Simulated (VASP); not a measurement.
# SiC (P6_3mc) in VASP: notebook

Runs on SiC. Level: r2SCAN. Tasks: single point.

Everything below comes from runs of VASP 6.6.1. Logs are shortened: lines on timing, memory, paths and dates and some standing lists are left out, and cuts for length are marked.

## Step 1: The cell of the first run

Symmetry: P6_3mc, No. 186, hexagonal system. The conventional cell has a = 3.260 Å, b = 3.260 Å, c = 5.005 Å, α = 90.00°, β = 90.00°, γ = 120.00°. Within 2.5 Å of Si (site symmetry 3m) lie 4 C at 1.90 to 1.97 Å. C (site symmetry 3m) has 4 Si at 1.90 to 1.97 Å within 2.5 Å.

## Step 2: Single point, r2SCAN (biaxial strain in the a-b plane: +6.0 %, then relaxed in part)

POSCAR reads:

```
SiC
1.0
    3.2598154260      0.0000000000      0.0000000000
   -1.6299077130      2.8230829706      0.0000000000
    0.0000000000      0.0000000000      5.0047481414
Si C
2 2
Direct
    0.3333333333      0.6666666667      0.4972424437
    0.6666666667      0.3333333333      0.9972424437
    0.3333333333      0.6666666667      0.8777575563
    0.6666666667      0.3333333333      0.3777575563
```

INCAR.step1 reads:

```
PREC = Accurate ; ENCUT = 520
ISMEAR = 0 ; SIGMA = 0.02
LREAL = False ; LASPH = True
NELM = 60 ; NBANDS = 16
GGA = PE ; ALGO = Normal
EDIFF = 1E-4 ; LWAVE = True
LCHARG = False
```

INCAR.step2 reads:

```
PREC = Accurate ; ENCUT = 520
EDIFF = 1E-7 ; ISMEAR = 0
SIGMA = 0.02 ; LREAL = False
LASPH = True ; NELM = 60
ALGO = Normal ; ISIF = 2
LWAVE = False ; LCHARG = False
METAGGA = R2SCAN ; LMIXTAU = True
NBANDS = 16 ; ISTART = 1
```

KPOINTS reads:

```
Automatic mesh
0
Gamma
  12 12 6
```

Potentials or basis: VASP PAW PBE potentials, release 64 (Si, C).

Launch:

```
$ cat potpaw_PBE.64/Si/POTCAR potpaw_PBE.64/C/POTCAR > POTCAR
$ cp INCAR.step1 INCAR
$ mpirun -np 1 vasp_std > vasp.out
$ cp INCAR.step2 INCAR
$ mpirun -np 1 vasp_std > vasp.out
```

OUTCAR:

```text
PREC = Accurate
   ENCUT = 520
   EDIFF = 1E-7
   ISMEAR = 0
   LREAL = False
   LASPH = True
   NELM = 60
   ISIF = 2
   METAGGA = R2SCAN
   ISTART = 1

 ion  position               nearest neighbor table
   1  0.333  0.667  0.497-   3 1.90   4 1.97   4 1.97   4 1.97   2 3.13   2 3.13   2 3.13   2 3.13
                             2 3.13   2 3.13
   2  0.667  0.333  0.997-   4 1.90   3 1.97   3 1.97   3 1.97   1 3.13   1 3.13   1 3.13   1 3.13
                             1 3.13   1 3.13
   3  0.333  0.667  0.878-   1 1.90   2 1.97   2 1.97   2 1.97
   4  0.667  0.333  0.378-   2 1.90   1 1.97   1 1.97   1 1.97

  LATTYP: Found a hexagonal cell.
 ALAT       =     3.2598154260
 C/A-ratio  =     1.5352857409

  Lattice vectors:

 A1 = (   3.2598154260,   0.0000000000,   0.0000000000)
 A2 = (  -1.6299077130,   2.8230829706,   0.0000000000)
 A3 = (   0.0000000000,   0.0000000000,   5.0047481414)

Analysis of symmetry for initial positions (statically):
=====================================================================
 Subroutine PRICEL returns:
 Original cell was already a primitive cell.

 Routine SETGRP: Setting up the symmetry group for a
 hexagonal supercell.

 Subroutine GETGRP returns: Found 12 space group operations
 (whereof  6 operations were pure point group operations)
 out of a pool of 24 trial point group operations.

The static configuration has the point symmetry C_3v.
 The point group associated with its full space group is C_6v.

Analysis of symmetry for dynamics (positions and initial velocities):
=====================================================================
 Subroutine PRICEL returns:
 Original cell was already a primitive cell.

 Routine SETGRP: Setting up the symmetry group for a
 hexagonal supercell.

 Subroutine GETGRP returns: Found 12 space group operations
 (whereof  6 operations were pure point group operations)
 out of a pool of 24 trial point group operations.

The dynamic configuration has the point symmetry C_3v.
 The point group associated with its full space group is C_6v.

 Subroutine INISYM returns: Found 12 space group operations
 (whereof  6 operations are pure point group operations),
 and found     1 'primitive' translations

----------------------------------------------------------------------------------------

                                     Primitive cell

  volume of cell :      46.0573

  direct lattice vectors                    reciprocal lattice vectors
     3.259815426  0.000000000  0.000000000     0.306765835  0.177111337  0.000000000
    -1.629907713  2.823082971  0.000000000     0.000000000  0.354222674  0.000000000
     0.000000000  0.000000000  5.004748141     0.000000000  0.000000000  0.199810255

  length of vectors
     3.259815426  3.259815426  5.004748141     0.354222674  0.354222674  0.199810255

  position of ions in fractional coordinates (direct lattice)
     0.333333333  0.666666667  0.497242444
     0.666666667  0.333333333  0.997242444
     0.333333333  0.666666667  0.877757556
     0.666666667  0.333333333  0.377757556

  ion indices of the primitive-cell ions
   primitive index   ion index
                 1           1
                 2           2
                 3           3
                 4           4

----------------------------------------------------------------------------------------

 KPOINTS: Automatic mesh

Automatic generation of k-mesh.
 Grid dimensions read from file:
 generate k-points for:   12   12    6

 Generating k-lattice:

  Cartesian coordinates                     Fractional coordinates (reciprocal lattice)
     0.025563820  0.014759278  0.000000000     0.083333333  0.000000000  0.000000000
     0.000000000  0.029518556  0.000000000     0.000000000  0.083333333  0.000000000
     0.000000000  0.000000000  0.033301709     0.000000000  0.000000000  0.166666667

  Length of vectors
     0.029518556  0.029518556  0.033301709

  Shift w.r.t. Gamma in fractional coordinates (k-lattice)
     0.000000000  0.000000000  0.000000000

 Subroutine IBZKPT returns following result:
 ===========================================

 Found     76 irreducible k-points:

 Following reciprocal coordinates:
            Coordinates               Weight
  0.000000  0.000000  0.000000      1.000000
  0.083333  0.000000  0.000000      6.000000
  0.166667  0.000000  0.000000      6.000000
  0.250000 -0.000000  0.000000      6.000000
  0.333333  0.000000  0.000000      6.000000
  0.416667 -0.000000  0.000000      6.000000
[... 16 lines left out ...]
  0.250000 -0.000000  0.166667     12.000000
  0.333333  0.000000  0.166667     12.000000
 [... further k-points ...]
   k-points           NKPTS =     76   k-points in BZ     NKDIM =     76   number of bands    NBANDS=     16
   number of dos      NEDOS =    301   number of ions     NIONS =      4
   total plane-waves  NPLWV =  23040
   dimension x,y,z NGX =    24 NGY =   24 NGZ =   40
   dimension x,y,z NGXF=    48 NGYF=   48 NGZF=   80
   ions per type =               2   2
   NGX,Y,Z   is equivalent  to a cutoff of  12.24, 12.24, 13.29 a.u.
   NGXF,Y,Z  is equivalent  to a cutoff of  24.48, 24.48, 26.57 a.u.
 SYSTEM =  unknown system
   PREC   = accura    normal or accurate (medium, high low for compatibility)
   ISTART =      1    job   : 0-new  1-cont  2-samecut
   ICHARG =      0    charge: 1-file 2-atom 10-const
   ISPIN  =      1    spin polarized calculation?
   LNONCOLLINEAR =      F non collinear calculations
   LSORBIT =      F    spin-orbit coupling
   LASPH  =      T    aspherical Exc in radial PAW
   ENCUT  =  520.0 eV  38.22 Ry    6.18 a.u.   6.06  6.06  9.31*2*pi/ulx,y,z
   NELM   =     60;   NELMIN=  2; NELMDL=  0     # of ELM steps
   EDIFF  = 0.1E-06   stopping-criterion for ELM
   LREAL  =      F    real-space projection
   EDIFFG = 0.1E-05   stopping-criterion for IOM
   NSW    =      0    number of steps for IOM
   IBRION =     -1    ionic relax: 0-MD 1-quasi-New 2-CG
   NFREE  =      0    steps in history (QN), initial steepest desc. (CG)
   ISIF   =      2    stress and relaxation
   ISYM   =      2    0-nonsym 1-usesym 2-fastsym
   POTIM  = 0.5000    time-step for ionic-motion
   TEBEG  =    0.0;   TEEND  =   0.0 temperature during run
   PSTRESS=    0.0 pullay stress
   NELECT =      16.0000    total number of electrons
   NUPDOWN=      -1.0000    fix difference up-down
   EMIN   =  10.00;   EMAX   =-10.00  energy-range for DOS
   EFERMI =   0.00;   METHOD = LEGACY
   ISMEAR =     0;   SIGMA  =   0.02  broadening in eV -4-tet -1-fermi 0-gaus
   EFERMI_NEDOS =   21; number of points for ismear=-14 and -15
   IALGO  =     38    algorithm
   IMIX   =      4    mixing-type and parameters
     AMIX     =   0.40;   BMIX     =  1.00
     AMIX_MAG =   1.60;   BMIX_MAG =  1.00
  volume/ion in A,a.u.               =      11.51        77.70
  Fermi-wavevector in a.u.,A,eV,Ry     =   1.150841  2.174774 18.020022  1.324434
  Thomas-Fermi vector in A             =   2.287502
   LORBIT       =      0    0 simple, 1 ext, 2 COOP (PROOUT), +10 PAW based schemes
   METAGGA = R2SCAN    functional components
   LHFCALC =     F    Hartree Fock is set to
   AEXX    =    0.0000 exact exchange contribution
   IVDW    =     0    specifies the selected vdW correction
   LEPSILON=     F    determine dielectric tensor
   LRPA    =     F    only Hartree local field effects (RPA)
 non-spin polarized calculation
 Gauss-broadening in eV      SIGMA  =   0.02
  energy-cutoff  :      520.00
  volume of cell :       46.06
 maximum number of plane-waves:      1260
   NGX = 13   NGY = 13   NGZ = 19

 number of electron      16.0000000 magnetization

 Free energy of the ion-electron system (eV)
  ---------------------------------------------------
  ext. energy  EPLUGINS =         0.00000000
  ---------------------------------------------------
  free energy    TOTEN  =       -38.12410988 eV

  energy without entropy =      -38.12410988  energy(sigma->0) =      -38.12410988

 E-fermi :   7.2646     XC(G=0): -11.4468

 val. band max:        7.1475034832   @ k =   0.0000   0.0000   0.0000
 cond. band min:       9.4614637661   @ k =   0.5000  -0.0000   0.0000
 fundamental gap:      2.3139602829
 Fermi energy:         7.2646448713

 k-point     1 :       0.0000    0.0000    0.0000
  band No.  band energies     occupation
      1      -8.5434      2.00000
      2      -4.8070      2.00000
      3      -1.2570      2.00000
      4       5.2237      2.00000
      5       5.2237      2.00000
      6       6.8909      2.00000
[... 8 lines left out ...]
     15      15.6415      0.00000
     16      18.1350      0.00000

 k-point     2 :       0.0833    0.0000    0.0000
  band No.  band energies     occupation
      1      -8.4350      2.00000
      2      -4.7218      2.00000
      3      -1.1638      2.00000
      4       4.5581      2.00000
      5       5.0345      2.00000
      6       6.4044      2.00000
[... 8 lines left out ...]
     15      15.9475      0.00000
     16      17.4817      0.00000

 k-point     3 :       0.1667    0.0000    0.0000
  band No.  band energies     occupation
      1      -8.1133      2.00000
      2      -4.4794      2.00000
      3      -0.8986      2.00000
      4       3.1795      2.00000
      5       4.5993      2.00000
      6       5.3058      2.00000
[... 8 lines left out ...]
     15      16.6677      0.00000
     16      16.7612      0.00000

 k-point     4 :       0.2500   -0.0000    0.0000
  band No.  band energies     occupation
      1      -7.5911      2.00000
      2      -4.1325      2.00000
      3      -0.5362      2.00000
      4       1.7916      2.00000
      5       3.9966      2.00000
      6       4.1211      2.00000
[... 8 lines left out ...]
     15      16.9263      0.00000
     16      17.4666      0.00000
[... 324 lines left out ...]
 k-point    22 :       0.1667    0.0000    0.1667
  band No.  band energies     occupation
      1      -7.9715      2.00000
      2      -5.0086      2.00000
      3      -0.1982      2.00000
      4       3.3412      2.00000
      5       4.7045      2.00000
      6       4.8661      2.00000
[... 8 lines left out ...]
     15      16.4215      0.00000
     16      17.4844      0.00000

 k-point    23 :       0.2500   -0.0000    0.1667
  band No.  band energies     occupation
      1      -7.4521      2.00000
      2      -4.6083      2.00000
      3      -0.0394      2.00000
      4       2.1008      2.00000
      5       3.5341      2.00000
      6       4.2325      2.00000
[... 8 lines left out ...]
     15      17.4323      0.00000
     16      17.7223      0.00000

 k-point    24 :       0.3333    0.0000    0.1667
  band No.  band energies     occupation
      1      -6.7664      2.00000
      2      -4.1894      2.00000
      3      -0.4152      2.00000
      4       1.6910      2.00000
      5       2.2499      2.00000
      6       3.8385      2.00000
[... 8 lines left out ...]
     15      18.4870      0.00000
     16      18.6575      0.00000

 [... further k-points ...]
[... 5 lines left out ...]
  --------------------------------------------------------------------------------------
  -------------------------------------------------------------------------------------
  Total       -8.4052046     -8.4052046      0.0068322      0.0000000      0.0000000      0.0000000
  in kB     -292.3883024   -292.3883024      0.2376704      0.0000000      0.0000000      0.0000000
  external PRESSURE =    -194.8463115 kB  Pullay stress =       0.0000000 kB

 VOLUME and BASIS-vectors are now :
 -----------------------------------------------------------------------------
  energy-cutoff  :      520.00
  volume of cell :       46.06
      direct lattice vectors                 reciprocal lattice vectors
     3.259815426  0.000000000  0.000000000     0.306765835  0.177111337  0.000000000
    -1.629907713  2.823082971  0.000000000     0.000000000  0.354222674  0.000000000
     0.000000000  0.000000000  5.004748141     0.000000000  0.000000000  0.199810255

 POSITION                                       TOTAL-FORCE (eV/Angst)
 -----------------------------------------------------------------------------------
     -0.00000      1.88206      2.48857        -0.000000      0.000000      0.002640
      1.62991      0.94103      4.99095         0.000000      0.000000      0.002640
     -0.00000      1.88206      4.39296         0.000000     -0.000000     -0.002640
      1.62991      0.94103      1.89058        -0.000000      0.000000     -0.002640
 -----------------------------------------------------------------------------------
    total drift:                                0.000000      0.000000     -0.000147

  FREE ENERGIE OF THE ION-ELECTRON SYSTEM (eV)
  ---------------------------------------------------
  free  energy   TOTEN  =       -38.1241098796 eV

  energy  without entropy=      -38.1241098796  energy(sigma->0) =      -38.12410988
```

It took 89 s on 1 thread of Intel Xeon Platinum 8488C (Sapphire Rapids), shared host; peak memory 0.19 GiB.

Results:

* Free energy: -38.1241 eV
* Pressure: -19.5 GPa
* Band gap on the k mesh: 2.31 eV, indirect (least direct gap 3.21 eV)

Forces in eV/Å, atoms in the order of the input:
```
Si   0.000  0.000  0.003
Si   0.000  0.000  0.003
C    0.000  0.000 -0.003
C    0.000  0.000 -0.003
```

Stress tensor (GPa, compression positive):
```
-29.24   0.00   0.00
  0.00 -29.24   0.00
  0.00   0.00   0.02
```

Levels at points of the mesh, in eV from the valence-band top:
```csv
k point,band 5,band 6,band 7,band 8,band 9,band 10,band 11,band 12
"(0.00, 0.00, 0.00)",-1.92,-0.26,-0.26,0.00,3.21,5.49,5.85,5.85
"(0.50, 0.00, 0.00)",-5.43,-3.77,-3.24,-1.30,2.31,4.74,6.43,6.88
"(0.00, 0.00, 0.50)",-1.17,-1.17,-1.17,-1.17,4.58,4.58,6.67,6.67
"(0.50, 0.00, 0.50)",-2.77,-2.77,-2.16,-2.16,3.33,3.33,5.50,5.50
```

Caveat: the cell differs from its parent crystal (biaxial strain in the a-b plane: +6.0 %, then relaxed in part); the PAW data sets were made with another functional, which shifts forces and pressure a little. A k mesh can miss the band edges.

## Step 3: Single point, r2SCAN

This run uses another cell than the first one, of 10.32 Å³/atom, 0.896 times its volume.

POSCAR reads:

```
SiC
1.0
    3.0735139282      0.0000000000      0.0000000000
   -1.5367569641      2.6617411407      0.0000000000
    0.0000000000      0.0000000000      5.0452477100
Si C
2 2
Direct
    0.3333333300      0.6666666700      0.4996024000
    0.6666666700      0.3333333300      0.9996024000
    0.3333333300      0.6666666700      0.8753976000
    0.6666666700      0.3333333300      0.3753976000
```

INCAR.step1 reads:

```
PREC = Accurate
ENCUT = 520
ISMEAR = 0
SIGMA = 0.1
LREAL = False
LASPH = True
NELM = 60
NBANDS = 16
GGA = PE
ALGO = Normal
EDIFF = 1E-4
LWAVE = True
LCHARG = False
```

INCAR.step2 reads:

```
PREC = Accurate
ENCUT = 520
EDIFF = 1E-6
ISMEAR = 0
SIGMA = 0.1
LREAL = False
LASPH = True
NELM = 60
ALGO = Normal
ISIF = 2
LWAVE = False
LCHARG = True
METAGGA = R2SCAN
LMIXTAU = True
LELF = True
LVHAR = True
NBANDS = 16
ISTART = 1
```

KPOINTS reads:

```
regular mesh
0
Gamma
  6 6 4
```

Potentials or basis: VASP PAW PBE potentials, release 64 (Si, C).

Launch:

```
$ cat potpaw_PBE.64/Si/POTCAR potpaw_PBE.64/C/POTCAR > POTCAR
$ cp INCAR.step1 INCAR
$ mpirun -np 1 vasp_std > vasp.out
$ cp INCAR.step2 INCAR
$ mpirun -np 1 vasp_std > vasp.out
```

It took 21 s on 1 thread of Intel Xeon 6975P-C (Granite Rapids), shared host; peak memory 0.16 GiB.

It converged, with:

```
Free energy            : -38.6284 eV
Pressure               : 0.2 GPa
Largest force          : 0.007 eV/Å
Band gap on the k mesh : 2.65 eV, indirect (least direct gap 4.49 eV)
```

Forces in eV/Å, atoms in the order of the input:
```
Si   0.000  0.000 -0.007
Si   0.000  0.000 -0.007
C    0.000  0.000  0.007
C    0.000  0.000  0.007
```

Stress tensor (GPa, compression positive):
```
0.26 0.00 0.00
0.00 0.26 0.00
0.00 0.00 0.13
```

Levels at points of the mesh, in eV from the valence-band top:
| k point | band 4 | band 5 | band 6 | band 7 | band 8 | band 9 | band 10 | band 11 | band 12 | band 13 |
| --- | --- | --- | --- | --- | --- | --- | --- | --- | --- | --- |
| (0.00, 0.00, 0.00) | -1.39 | -1.39 | -0.11 | 0.00 | 0.00 | 5.39 | 6.79 | 7.20 | 7.20 | 8.35 |
| (0.50, 0.00, 0.00) | -6.55 | -5.63 | -3.48 | -3.37 | -1.26 | 3.23 | 4.67 | 7.48 | 7.65 | 10.78 |
| (0.00, 0.00, 0.50) | -4.63 | -0.75 | -0.75 | -0.75 | -0.75 | 6.51 | 6.51 | 7.90 | 7.90 | 7.90 |
| (0.50, 0.00, 0.50) | -8.55 | -2.56 | -2.56 | -2.44 | -2.44 | 3.73 | 3.73 | 5.80 | 5.80 | 11.11 |

Caveat: the PAW data sets were made with another functional, which shifts forces and pressure a little.

## Step 4: Single point, r2SCAN

This run uses another cell than the first one, of 10.34 Å³/atom, 0.898 times its volume.

POSCAR reads:

```
SiC
1.0
    3.0752975748      0.0000000000      0.0000000000
   -1.5376487874      2.6632858240      0.0000000000
    0.0000000000      0.0000000000      5.0483410067
Si C
2 2
Direct
    0.3333333333      0.6666666667      0.4996013828
    0.6666666667      0.3333333333      0.9996013828
    0.3333333333      0.6666666667      0.8753986172
    0.6666666667      0.3333333333      0.3753986172
```

INCAR.step1 reads:

```
ALGO = Normal
EDIFF = 1E-4
ENCUT = 520
GGA = PE
ISMEAR = 0
LASPH = T
LCHARG = F
LREAL = F
LWAVE = T
NBANDS = 16
NELM = 100
PREC = Accurate
SIGMA = 0.02
```

INCAR.step2 reads:

```
ALGO = Normal
EDIFF = 1E-6
ENCUT = 520
ISIF = 2
ISMEAR = 0
ISTART = 1
LASPH = T
LCHARG = F
LMIXTAU = T
LREAL = F
LWAVE = F
METAGGA = R2SCAN
NBANDS = 16
NELM = 100
PREC = Accurate
SIGMA = 0.02
```

KPOINTS reads:

```
k-points
0
Gamma
  12 12 6
```

Launch:

```
$ cat potpaw_PBE.64/Si/POTCAR potpaw_PBE.64/C/POTCAR > POTCAR
$ cp INCAR.step1 INCAR
$ mpirun -np 1 vasp_std > vasp.out
$ cp INCAR.step2 INCAR
$ mpirun -np 1 vasp_std > vasp.out
```

It took 51 s on 1 thread of Intel Xeon 6975P-C (Granite Rapids), shared host; peak memory 0.18 GiB.

The run converged. Its results:

- Free energy: -38.6379 eV
- Pressure: -0.2 GPa
- Band gap on the k mesh: 2.66 eV, indirect (least direct gap 4.48 eV)

Levels at points of the mesh, in eV from the valence-band top:
| k point | band 6 | band 7 | band 8 | band 9 | band 10 | band 11 |
| --- | --- | --- | --- | --- | --- | --- |
| (0.00, 0.00, 0.00) | -0.11 | 0.00 | 0.00 | 5.38 | 6.77 | 7.19 |
| (0.50, 0.00, 0.00) | -3.48 | -3.36 | -1.26 | 3.23 | 4.66 | 7.47 |
| (0.00, 0.00, 0.50) | -0.75 | -0.75 | -0.75 | 6.50 | 6.50 | 7.89 |
| (0.50, 0.00, 0.50) | -2.56 | -2.44 | -2.44 | 3.72 | 3.72 | 5.79 |

Caveat: the PAW data sets were made with another functional, which shifts forces and pressure a little.

## Step 5: The runs side by side

```tsv
cell	k mesh	smearing	gap on the mesh (eV)	pressure (GPa)
a = 3.260, b = 3.260, c = 5.005 Å, angles 90.0, 90.0, 120.0°, 4 atoms	12 × 12 × 6	gaussian 0.02 eV	2.31	-19.5
a = 3.074, b = 3.074, c = 5.045 Å, angles 90.0, 90.0, 120.0°, 4 atoms	6 × 6 × 4	gaussian 0.1 eV	2.65	0.2
a = 3.075, b = 3.075, c = 5.048 Å, angles 90.0, 90.0, 120.0°, 4 atoms	12 × 12 × 6	gaussian 0.02 eV	2.66	-0.2
```

Alike in all rows: task single point; level r2SCAN; potentials or basis VASP PAW PBE potentials, release 64 (Si, C); no spin polarisation; cutoff (eV) 520.

Caveats: the PAW data sets were made with another functional, which shifts forces and pressure a little.

Absolute energies hang on the potentials; compare differences alone.
